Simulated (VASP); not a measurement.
# Ru (P6_3/mmc) in VASP: further runs, part 2 of 2

VASP 6.6.1. Earlier steps stand in the parts before.

## (4) Single point, r2SCAN

Contents of POSCAR:

```
Ru
1.0
    2.7094738379      0.0000000000      0.0000000000
   -1.3547369190      2.3464731745      0.0000000000
    0.0000000000      0.0000000000      4.2498582213
Ru
2
Direct
    0.3333333333      0.6666666667      0.2500000000
    0.6666666667      0.3333333333      0.7500000000
```

Contents of INCAR.step1:

```
SYSTEM = Ru
PREC = Accurate
ENCUT = 660
ISMEAR = -1
SIGMA = 0.1
LREAL = .FALSE.
LASPH = .TRUE.
NELM = 120
NBANDS = 23
GGA = PE
ALGO = Normal
EDIFF = 1E-5
LWAVE = .TRUE.
LCHARG = .FALSE.
GGA_COMPAT = .FALSE.
```

Contents of INCAR.step2:

```
SYSTEM = Ru
PREC = Accurate
ENCUT = 660
EDIFF = 1E-6
ISMEAR = -1
SIGMA = 0.1
LREAL = .FALSE.
LASPH = .TRUE.
NELM = 120
ALGO = Normal
ISIF = 2
LWAVE = .FALSE.
LCHARG = .FALSE.
METAGGA = R2SCAN
LMIXTAU = .TRUE.
NBANDS = 23
ISTART = 1
GGA_COMPAT = .FALSE.
```

Contents of KPOINTS:

```
Automatic mesh
0
G
  10 10 6
  0 0 0
```

Potentials or basis: VASP PAW PBE potentials, release 64 (Ru_sv).

Run with:

```
$ cat potpaw_PBE.64/Ru_sv/POTCAR > POTCAR
$ cp INCAR.step1 INCAR
$ mpirun -np 1 vasp_std > vasp.out
$ cp INCAR.step2 INCAR
$ mpirun -np 1 vasp_std > vasp.out
```

OUTCAR:

```text
SYSTEM = Ru
   PREC = Accurate
   ENCUT = 660
   EDIFF = 1E-6
   ISMEAR = -1
   LREAL = .FALSE.
   LASPH = .TRUE.
   NELM = 120
   ISIF = 2
   METAGGA = R2SCAN
   ISTART = 1

 ion  position               nearest neighbor table
   1  0.333  0.667  0.250-   2 2.64   2 2.64   2 2.64   2 2.64   2 2.64   2 2.64
   2  0.667  0.333  0.750-   1 2.64   1 2.64   1 2.64   1 2.64   1 2.64   1 2.64

  LATTYP: Found a hexagonal cell.
 ALAT       =     2.7094738379
 C/A-ratio  =     1.5685179026

  Lattice vectors:

[... 190 lines left out ...]
      2     -59.9685      2.00000
      3     -29.9727      2.00000
      4     -28.9510      2.00000
      5     -28.9510      2.00000
      6     -28.7570      2.00000
[... 613 lines left out ...]
     22      28.0221      0.00000
     23      28.5830      0.00000

 [... further k-points ...]
[... 5 lines left out ...]
  --------------------------------------------------------------------------------------
  -------------------------------------------------------------------------------------
  Total        0.0196382      0.0196382      0.0196598     -0.0000000     -0.0000000     -0.0000000
  in kB        1.1644924      1.1644924      1.1657735     -0.0000000     -0.0000000     -0.0000000
  external PRESSURE =       1.1649194 kB  Pullay stress =       0.0000000 kB

 VOLUME and BASIS-vectors are now :
 -----------------------------------------------------------------------------
  energy-cutoff  :      660.00
  volume of cell :       27.02
      direct lattice vectors                 reciprocal lattice vectors
     2.709473838  0.000000000  0.000000000     0.369075348  0.213085752  0.000000000
    -1.354736919  2.346473174  0.000000000     0.000000000  0.426171503  0.000000000
     0.000000000  0.000000000  4.249858221     0.000000000  0.000000000  0.235301967

 POSITION                                       TOTAL-FORCE (eV/Angst)
 -----------------------------------------------------------------------------------
     -0.00000      1.56432      1.06246        -0.000000     -0.000000      0.000000
      1.35474      0.78216      3.18739         0.000000      0.000000      0.000000
 -----------------------------------------------------------------------------------
    total drift:                               -0.000000      0.000000     -0.000000

  FREE ENERGIE OF THE ION-ELECTRON SYSTEM (eV)
  ---------------------------------------------------
  free  energy   TOTEN  =       -50.9523666191 eV

  energy  without entropy=      -50.8945243045  energy(sigma->0) =      -50.92344546
```

OUTCAR.step1:

```text
SYSTEM = Ru
   PREC = Accurate
   ENCUT = 660
   ISMEAR = -1
   LREAL = .FALSE.
   LASPH = .TRUE.
[... 848 lines left out ...]
     -0.00000      1.56432      1.06246         0.000000     -0.000000      0.000000
      1.35474      0.78216      3.18739         0.000000      0.000000      0.000000
 -----------------------------------------------------------------------------------
    total drift:                               -0.000000      0.000000     -0.000000

  FREE ENERGIE OF THE ION-ELECTRON SYSTEM (eV)
  ---------------------------------------------------
  free  energy   TOTEN  =       -18.5617760225 eV

  energy  without entropy=      -18.5007482715  energy(sigma->0) =      -18.53126215
```

OSZICAR.step1:

```text
N       E                     dE             d eps       ncg     rms          rms(c)
DAV:   1     0.497111127422E+03    0.49711E+03   -0.23903E+04  2584   0.193E+03
DAV:   2    -0.527011365067E+01   -0.50238E+03   -0.48263E+03  2933   0.597E+02
DAV:   3    -0.196999831483E+02   -0.14430E+02   -0.14160E+02  2975   0.114E+02
DAV:   4    -0.198318525013E+02   -0.13187E+00   -0.13180E+00  2962   0.117E+01
DAV:   5    -0.198337894856E+02   -0.19370E-02   -0.19370E-02  3066   0.137E+00    0.266E+01
DAV:   6    -0.186196820868E+02    0.12141E+01   -0.29299E+00  2821   0.169E+01    0.520E+00
DAV:   7    -0.185667058534E+02    0.52976E-01   -0.14285E-01  3010   0.322E+00    0.116E+00
DAV:   8    -0.185616678465E+02    0.50380E-02   -0.78515E-03  2737   0.105E+00    0.913E-02
DAV:   9    -0.185617616835E+02   -0.93837E-04   -0.16486E-04  3566   0.143E-01    0.303E-02
DAV:  10    -0.185617765028E+02   -0.14819E-04   -0.13238E-05  2168   0.328E-02    0.314E-03
DAV:  11    -0.185617760225E+02    0.48035E-06   -0.85336E-07  1624   0.110E-02
   1 F= -.18561776E+02 E0= -.18531262E+02  d E =-.610278E-01
```

It took 1.8 min on 1 thread of AMD EPYC 9R14 (Zen 4), shared host; peak memory 0.15 GiB.

Results:

```yaml
Free_energy: -50.9524 eV
Pressure: 0.1 GPa
Band_gap_on_the_k_mesh: zero (band 16 reaches 16.78 eV, above the bottom of band 17 at 13.43 eV)
```

Caveat: the PAW data sets were made with another functional, which shifts forces and pressure a little.

## (5) Summary

| task | potentials or basis | cell | cutoff (eV) | second run | gap on the mesh (eV) | pressure (GPa) |
| --- | --- | --- | --- | --- | --- | --- |
| single point | VASP PAW PBE potentials, release 64 (Ru_pv) | a = 2.709, b = 2.709, c = 4.250 Å, angles 90.0, 90.0, 120.0°, 2 atoms | 520 | - | none | 1.5 |
| relaxation of cell and atoms | VASP PAW PBE potentials, release 64 (Ru_pv) | relaxed from a = 2.706, b = 2.706, c = 4.282 Å, angles 90.0, 90.0, 120.0°, 2 atoms | 600 | - | none | 0.0 |
| single point | VASP PAW PBE potentials, release 64 (Ru_sv) | a = 2.709, b = 2.709, c = 4.250 Å, angles 90.0, 90.0, 120.0°, 2 atoms | 660 | valence_matched | none | 0.1 |

Alike in all rows: level r2SCAN; no spin polarisation; k mesh 10 × 10 × 6; smearing fermi-dirac 0.1 eV.

Caveats: the PAW data sets were made with another functional, which shifts forces and pressure a little.

Total energies depend on the potentials used, so only differences within one code and one set of settings carry meaning.
